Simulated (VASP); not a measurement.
Input of a VASP 6.6.1 run:

The input INCAR:

```
SYSTEM = Ba
PREC     = Accurate       ! precision mode
ENCUT    = 520            ! plane-wave cutoff, eV
EDIFF    = 1E-6           ! SCF threshold, eV
ISMEAR   = 0              ! smearing method
SIGMA    = 0.15           ! smearing width, eV
LREAL    = .FALSE.        ! projectors in reciprocal space
LASPH    = .TRUE.         ! aspherical terms in the spheres
NELM     = 80             ! most SCF steps
ALGO     = Fast           ! electronic algorithm
ISIF     = 2              ! what is computed and relaxed
LWAVE    = .FALSE.        ! write WAVECAR
LCHARG   = .TRUE.         ! write CHGCAR
GGA      = PE             ! functional
LELF     = .TRUE.         ! ELF
LVHAR    = .TRUE.       
NBANDS   = 11             ! bands
```

Contents of KPOINTS:

```
regular mesh
0
G
  14 14 14
  0 0 0
```

The input POSCAR:

```
Ba
1.0
   -2.5000000000      2.5000000000      2.6250000000
    2.5000000000     -2.5000000000      2.6250000000
    2.5000000000      2.5000000000     -2.6250000000
Ba
1
Direct
    0.0000000000      0.0000000000      0.0000000000
```

Potentials or basis: VASP PAW PBE potentials, release 64 (Ba_sv).

The run is started by

```bash
$ cat potpaw_PBE.64/Ba_sv/POTCAR > POTCAR
$ mpirun -np 1 vasp_std > vasp.out
```

Question: What does it give for the band gap on the k mesh?

Answer: Zero (band 5 reaches 1.93 eV, above the bottom of band 6 at 1.07 eV).

Question: Predict the pressure.

Answer: -0.2 GPa.

Stress tensor (GPa, compression positive):
```
-0.19  0.00  0.00
 0.00 -0.19  0.00
 0.00  0.00 -0.36
```

Caveat: the cell differs from its parent crystal (strain +0.000 along x and y, +0.050 along z); spin-orbit coupling is left out, which moves the levels of the heavy elements.
